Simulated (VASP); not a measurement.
# NaH (F-43m) in VASP: notebook

Runs on NaH. Level: r2SCAN. Tasks: single point.

Program: VASP 6.6.1. These are calculated values, not measurements. Logs are shortened: lines on timing, memory, paths and dates and some standing lists are left out, and cuts for length are marked.

## Step 1: The cell of the first run

The structure is cubic, space group F-43m (No. 216). Conventional cell: a = 5.245 Å, b = 5.245 Å, c = 5.245 Å, α = 90.00°, β = 90.00°, γ = 90.00°. Within 3.0 Å of Na (site symmetry -43m) lie 4 H at 2.27 Å. H (site symmetry -43m) has 4 Na at 2.27 Å within 3.0 Å.

## Step 2: Single point, r2SCAN (volume changed by +3%)

Input file POSCAR:

```
NaH
1.0
    0.0000000000      2.6226348228      2.6226348228
    2.6226348228      0.0000000000      2.6226348228
    2.6226348228      2.6226348228      0.0000000000
Na H
1 1
Direct
    0.0000000000      0.0000000000      0.0000000000
    0.2500000000      0.2500000000      0.2500000000
```

Input file INCAR.step1:

```
PREC = Accurate
ENCUT = 520
ISMEAR = 0
SIGMA = 0.01
LREAL = False
LASPH = True
NELM = 80
NBANDS = 11
GGA = PE
ALGO = Normal
EDIFF = 1E-4
LWAVE = True
LCHARG = False
```

Input file INCAR.step2:

```
PREC = Accurate
ENCUT = 520
EDIFF = 1E-6
ISMEAR = 0
SIGMA = 0.01
LREAL = False
LASPH = True
NELM = 80
ALGO = Normal
ISIF = 2
LWAVE = False
LCHARG = False
METAGGA = R2SCAN
LMIXTAU = True
NBANDS = 11
ISTART = 1
```

Input file KPOINTS:

```
regular mesh
0
Gamma
  8 8 8
```

Potentials or basis: VASP PAW PBE potentials, release 64 (Na_pv, H).

Run with:

```bash
cat potpaw_PBE.64/Na_pv/POTCAR potpaw_PBE.64/H/POTCAR > POTCAR
cp INCAR.step1 INCAR
mpirun -np 1 vasp_std > vasp.out
cp INCAR.step2 INCAR
mpirun -np 1 vasp_std > vasp.out
```

OUTCAR:

```text
PREC = Accurate
   ENCUT = 520
   EDIFF = 1E-6
   ISMEAR = 0
   LREAL = False
   LASPH = True
   NELM = 80
   ISIF = 2
   METAGGA = R2SCAN
   ISTART = 1

 ion  position               nearest neighbor table
   1  0.000  0.000  0.000-
   2  0.250  0.250  0.250-

  LATTYP: Found a face centered cubic cell.
 ALAT       =     5.2452696456

  Lattice vectors:

 A1 = (   0.0000000000,   2.6226348228,   2.6226348228)
 A2 = (   2.6226348228,   0.0000000000,   2.6226348228)
 A3 = (   2.6226348228,   2.6226348228,   0.0000000000)

Analysis of symmetry for initial positions (statically):
=====================================================================
 Subroutine PRICEL returns:
 Original cell was already a primitive cell.

 Routine SETGRP: Setting up the symmetry group for a
 face centered cubic supercell.

 Subroutine GETGRP returns: Found 24 space group operations
 (whereof 24 operations were pure point group operations)
 out of a pool of 48 trial point group operations.

The static configuration has the point symmetry T_d .

Analysis of symmetry for dynamics (positions and initial velocities):
=====================================================================
 Subroutine PRICEL returns:
 Original cell was already a primitive cell.

 Routine SETGRP: Setting up the symmetry group for a
 face centered cubic supercell.

 Subroutine GETGRP returns: Found 24 space group operations
 (whereof 24 operations were pure point group operations)
 out of a pool of 48 trial point group operations.

The dynamic configuration has the point symmetry T_d .

 Subroutine INISYM returns: Found 24 space group operations
 (whereof 24 operations are pure point group operations),
 and found     1 'primitive' translations

----------------------------------------------------------------------------------------

                                     Primitive cell

  volume of cell :      36.0781

  direct lattice vectors                    reciprocal lattice vectors
     0.000000000  2.622634823  2.622634823    -0.190647968  0.190647968  0.190647968
     2.622634823  0.000000000  2.622634823     0.190647968 -0.190647968  0.190647968
     2.622634823  2.622634823  0.000000000     0.190647968  0.190647968 -0.190647968

  length of vectors
     3.708965736  3.708965736  3.708965736     0.330211967  0.330211967  0.330211967

  position of ions in fractional coordinates (direct lattice)
     0.000000000  0.000000000  0.000000000
     0.250000000  0.250000000  0.250000000

  ion indices of the primitive-cell ions
   primitive index   ion index
                 1           1
                 2           2

----------------------------------------------------------------------------------------

 KPOINTS: regular mesh

Automatic generation of k-mesh.
 Grid dimensions read from file:
 generate k-points for:    8    8    8

 Generating k-lattice:

  Cartesian coordinates                     Fractional coordinates (reciprocal lattice)
    -0.023830996  0.023830996  0.023830996     0.125000000  0.000000000  0.000000000
     0.023830996 -0.023830996  0.023830996     0.000000000  0.125000000  0.000000000
     0.023830996  0.023830996 -0.023830996     0.000000000  0.000000000  0.125000000

  Length of vectors
     0.041276496  0.041276496  0.041276496

  Shift w.r.t. Gamma in fractional coordinates (k-lattice)
     0.000000000  0.000000000  0.000000000

 Subroutine IBZKPT returns following result:
 ===========================================

 Found     29 irreducible k-points:

 Following reciprocal coordinates:
            Coordinates               Weight
  0.000000  0.000000  0.000000      1.000000
  0.125000  0.000000  0.000000      8.000000
  0.250000  0.000000  0.000000      8.000000
  0.375000  0.000000  0.000000      8.000000
  0.500000  0.000000  0.000000      4.000000
  0.125000  0.125000  0.000000      6.000000
[... 16 lines left out ...]
  0.500000  0.250000  0.125000     48.000000
 -0.375000  0.250000  0.125000     24.000000
 [... further k-points ...]
   k-points           NKPTS =     29   k-points in BZ     NKDIM =     29   number of bands    NBANDS=     11
   number of dos      NEDOS =    301   number of ions     NIONS =      2
   total plane-waves  NPLWV =  21952
   dimension x,y,z NGX =    28 NGY =   28 NGZ =   28
   dimension x,y,z NGXF=    56 NGYF=   56 NGZF=   56
   ions per type =               1   1
   NGX,Y,Z   is equivalent  to a cutoff of  12.55, 12.55, 12.55 a.u.
   NGXF,Y,Z  is equivalent  to a cutoff of  25.10, 25.10, 25.10 a.u.
 SYSTEM =  unknown system
   PREC   = accura    normal or accurate (medium, high low for compatibility)
   ISTART =      1    job   : 0-new  1-cont  2-samecut
   ICHARG =      0    charge: 1-file 2-atom 10-const
   ISPIN  =      1    spin polarized calculation?
   LNONCOLLINEAR =      F non collinear calculations
   LSORBIT =      F    spin-orbit coupling
   LASPH  =      T    aspherical Exc in radial PAW
   ENCUT  =  520.0 eV  38.22 Ry    6.18 a.u.   6.90  6.90  6.90*2*pi/ulx,y,z
   NELM   =     80;   NELMIN=  2; NELMDL=  0     # of ELM steps
   EDIFF  = 0.1E-05   stopping-criterion for ELM
   LREAL  =      F    real-space projection
   EDIFFG = 0.1E-04   stopping-criterion for IOM
   NSW    =      0    number of steps for IOM
   IBRION =     -1    ionic relax: 0-MD 1-quasi-New 2-CG
   NFREE  =      0    steps in history (QN), initial steepest desc. (CG)
   ISIF   =      2    stress and relaxation
   ISYM   =      2    0-nonsym 1-usesym 2-fastsym
   POTIM  = 0.5000    time-step for ionic-motion
   TEBEG  =    0.0;   TEEND  =   0.0 temperature during run
   PSTRESS=    0.0 pullay stress
   NELECT =       8.0000    total number of electrons
   NUPDOWN=      -1.0000    fix difference up-down
   EMIN   =  10.00;   EMAX   =-10.00  energy-range for DOS
   EFERMI =   0.00;   METHOD = LEGACY
   ISMEAR =     0;   SIGMA  =   0.01  broadening in eV -4-tet -1-fermi 0-gaus
   EFERMI_NEDOS =   21; number of points for ismear=-14 and -15
   IALGO  =     38    algorithm
   IMIX   =      4    mixing-type and parameters
     AMIX     =   0.40;   BMIX     =  1.00
     AMIX_MAG =   1.60;   BMIX_MAG =  1.00
  volume/ion in A,a.u.               =      18.04       121.73
  Fermi-wavevector in a.u.,A,eV,Ry     =   0.990886  1.872503 13.358948  0.981855
  Thomas-Fermi vector in A             =   2.122588
   LORBIT       =      0    0 simple, 1 ext, 2 COOP (PROOUT), +10 PAW based schemes
   METAGGA = R2SCAN    functional components
   LHFCALC =     F    Hartree Fock is set to
   AEXX    =    0.0000 exact exchange contribution
   IVDW    =     0    specifies the selected vdW correction
   LEPSILON=     F    determine dielectric tensor
   LRPA    =     F    only Hartree local field effects (RPA)
 non-spin polarized calculation
 Gauss-broadening in eV      SIGMA  =   0.01
  energy-cutoff  :      520.00
  volume of cell :       36.08
 maximum number of plane-waves:       982
   NGX = 13   NGY = 13   NGZ = 13

 number of electron       8.0000002 magnetization

 Free energy of the ion-electron system (eV)
  ---------------------------------------------------
  ext. energy  EPLUGINS =         0.00000000
  ---------------------------------------------------
  free energy    TOTEN  =        -7.45702878 eV

  energy without entropy =       -7.45702878  energy(sigma->0) =       -7.45702878

 E-fermi :  -2.2236     XC(G=0):  -7.1139

 val. band max:       -2.2853475693   @ k =  -0.2500   0.5000   0.2500
 cond. band min:       1.7382158600   @ k =   0.5000   0.0000   0.0000
 fundamental gap:      4.0235634293
 Fermi energy:        -2.2235519809

 k-point     1 :       0.0000    0.0000    0.0000
  band No.  band energies     occupation
      1     -25.1189      2.00000
      2     -25.1186      2.00000
      3     -25.1186      2.00000
      4      -5.0058      2.00000
      5       6.3985      0.00000
      6      11.3478      0.00000
      7      11.3478      0.00000
      8      11.3478      0.00000
      9      14.5421      0.00000
     10      14.5421      0.00000
     11      14.5424      0.00000

 k-point     2 :       0.1250    0.0000    0.0000
  band No.  band energies     occupation
      1     -25.1247      2.00000
      2     -25.1197      2.00000
      3     -25.1194      2.00000
      4      -4.7925      2.00000
      5       5.6803      0.00000
      6      10.7636      0.00000
      7      11.1473      0.00000
      8      11.1473      0.00000
      9      14.9586      0.00000
     10      14.9588      0.00000
     11      14.9712      0.00000

 k-point     3 :       0.2500    0.0000    0.0000
  band No.  band energies     occupation
      1     -25.1394      2.00000
      2     -25.1217      2.00000
      3     -25.1214      2.00000
      4      -4.1967      2.00000
      5       4.0838      0.00000
      6       9.8330      0.00000
      7      10.8460      0.00000
      8      10.8461      0.00000
      9      13.9918      0.00000
     10      13.9920      0.00000
     11      15.0248      0.00000

 k-point     4 :       0.3750    0.0000    0.0000
  band No.  band energies     occupation
      1     -25.1540      2.00000
      2     -25.1237      2.00000
      3     -25.1234      2.00000
      4      -3.4048      2.00000
      5       2.4817      0.00000
      6       9.2416      0.00000
      7      10.7017      0.00000
      8      10.7019      0.00000
      9      12.9549      0.00000
     10      12.9553      0.00000
     11      14.2301      0.00000
[... 239 lines left out ...]
 k-point    22 :       0.3750    0.2500    0.1250
  band No.  band energies     occupation
      1     -25.1435      2.00000
      2     -25.1288      2.00000
      3     -25.1239      2.00000
      4      -3.7115      2.00000
      5       3.7836      0.00000
      6       7.5948      0.00000
      7       9.3256      0.00000
      8      11.0891      0.00000
      9      13.6609      0.00000
     10      14.1506      0.00000
     11      15.9546      0.00000

 k-point    23 :       0.5000    0.2500    0.1250
  band No.  band energies     occupation
      1     -25.1512      2.00000
      2     -25.1335      2.00000
      3     -25.1262      2.00000
      4      -3.0189      2.00000
      5       2.8780      0.00000
      6       6.4860      0.00000
      7       8.3768      0.00000
      8      11.4454      0.00000
      9      12.9498      0.00000
     10      15.4614      0.00000
     11      16.1879      0.00000

 k-point    24 :      -0.3750    0.2500    0.1250
  band No.  band energies     occupation
      1     -25.1545      2.00000
      2     -25.1351      2.00000
      3     -25.1275      2.00000
      4      -2.6522      2.00000
      5       2.3955      0.00000
      6       6.1659      0.00000
      7       7.9985      0.00000
      8      11.6869      0.00000
      9      12.4289      0.00000
     10      16.1158      0.00000
     11      17.5600      0.00000

 [... further k-points ...]
[... 5 lines left out ...]
  --------------------------------------------------------------------------------------
  -------------------------------------------------------------------------------------
  Total       -0.1415472     -0.1415472     -0.1415472      0.0000000      0.0000000     -0.0000000
  in kB       -6.2859122     -6.2859122     -6.2859122      0.0000000      0.0000000     -0.0000000
  external PRESSURE =      -6.2859122 kB  Pullay stress =       0.0000000 kB

 VOLUME and BASIS-vectors are now :
 -----------------------------------------------------------------------------
  energy-cutoff  :      520.00
  volume of cell :       36.08
      direct lattice vectors                 reciprocal lattice vectors
     0.000000000  2.622634823  2.622634823    -0.190647968  0.190647968  0.190647968
     2.622634823  0.000000000  2.622634823     0.190647968 -0.190647968  0.190647968
     2.622634823  2.622634823  0.000000000     0.190647968  0.190647968 -0.190647968

 POSITION                                       TOTAL-FORCE (eV/Angst)
 -----------------------------------------------------------------------------------
      0.00000      0.00000      0.00000         0.000000      0.000000     -0.000000
      1.31132      1.31132      1.31132        -0.000000     -0.000000      0.000000
 -----------------------------------------------------------------------------------
    total drift:                                0.000005      0.000005      0.000006

  FREE ENERGIE OF THE ION-ELECTRON SYSTEM (eV)
  ---------------------------------------------------
  free  energy   TOTEN  =        -7.4570287784 eV

  energy  without entropy=       -7.4570287784  energy(sigma->0) =       -7.45702878
```

It took 40 s on 1 thread of Intel Xeon Platinum 8259CL at 2.50GHz (Skylake/Cascade Lake), shared host; peak memory 0.16 GiB.

What came out:

```yaml
Free_energy: -7.4570 eV
Pressure: -0.6 GPa
Band_gap_on_the_k_mesh: 4.02 eV, indirect (least direct gap 4.70 eV)
```

Levels at points of the mesh, in eV from the valence-band top:
```tsv
k point	band 1	band 2	band 3	band 4	band 5	band 6	band 7	band 8
(0.00, 0.00, 0.00)	-22.83	-22.83	-22.83	-2.72	8.68	13.63	13.63	13.63
(0.50, 0.00, 0.00)	-22.87	-22.84	-22.84	-0.67	4.02	11.34	12.97	12.97
(0.50, 0.50, 0.00)	-22.87	-22.85	-22.85	-0.08	5.50	7.81	10.21	10.21
```

Caveat: the PAW data sets were made with another functional, which shifts forces and pressure a little. A k mesh can miss the band edges.

(Part 1 of 2 ends here.)
